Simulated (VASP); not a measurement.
A run of VASP 6.6.1 is set up as follows.

INCAR

```
ALGO = Normal
EDIFF = 1E-8
ENCUT = 520
GGA = PE
ISIF = 2
ISMEAR = -1
LASPH = True
LCHARG = False
LEFG = True
LREAL = False
LWAVE = False
NBANDS = 11
NELM = 80
PREC = Accurate
SIGMA = 0.03
```

File KPOINTS:

```
k-points
0
Gamma
  10 10 10
```

File POSCAR:

```
BeS
1.0
    0.0000000000      2.2971254752      2.2971254752
    2.2971254752      0.0000000000      2.2971254752
    2.2971254752      2.2971254752      0.0000000000
Be S
1 1
Direct
    0.0000000000      0.0000000000      0.0000000000
    0.2500000000      0.2500000000      0.2500000000
```

Potentials or basis: VASP PAW PBE potentials, release 64 (Be, S).

Command:

```sh
$ cat potpaw_PBE.64/Be/POTCAR potpaw_PBE.64/S/POTCAR > POTCAR
$ mpirun -np 1 vasp_std > vasp.out
```

(1) Estimate the pressure.

(2) Predict the band gap on the k mesh.

Answers

(1) 23.2 GPa.

(2) 2.68 eV, indirect (least direct gap 5.54 eV).

Caveat: without QUAD_EFG the Cq values of the log hold for a quadrupole moment of 1 mb, not for the nuclei.
